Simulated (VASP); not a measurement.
Here is a VASP 6.6.1 calculation.

INCAR

```
ALGO     = Normal         # electronic algorithm
EDIFF    = 1E-6           # SCF threshold, eV
ENCUT    = 520            # plane-wave cutoff, eV
GGA      = PE             # functional
ISIF     = 2              # what is computed and relaxed
ISMEAR   = -1             # smearing method
ISPIN    = 2              # spin polarisation
ISYM     = 0            
LASPH    = True           # aspherical terms in the spheres
LCHARG   = False          # write CHGCAR
LMAXMIX  = 4              # l up to which the mixer works
LORBIT   = 11             # projections on sites
LREAL    = False          # projectors in reciprocal space
LWAVE    = False          # write WAVECAR
MAGMOM   = 4 4            # initial moments
NBANDS   = 19             # bands
NELM     = 150            # most SCF steps
PREC     = Accurate       # precision mode
SIGMA    = 0.1            # smearing width, eV
```

File KPOINTS:

```
k-points
0
Gamma
  13 13 7
```

Contents of POSCAR:

```
Fe
1.0
    0.0000000000      1.7450000000      1.7450000000
    1.7450000000      0.0000000000      1.7450000000
    3.4900000000      3.4900000000      0.0000000000
Fe
2
Direct
    0.0000000000      0.0000000000      0.0000000000
    0.0000000000      0.0000000000      0.5000000000
```

Potentials or basis: VASP PAW PBE potentials, release 64 (Fe).

Command:

```bash
$ cat potpaw_PBE.64/Fe/POTCAR > POTCAR
$ mpirun -np 1 vasp_std > vasp.out
```

**Question.** What does it give for the site moments?

**Answer.** Fe +1.02 μB.

**Question.** What does it give for the net moment?

**Answer.** 2.06 μB per cell.

**Question.** What does it give for the pressure?

**Answer.** -1.7 GPa.
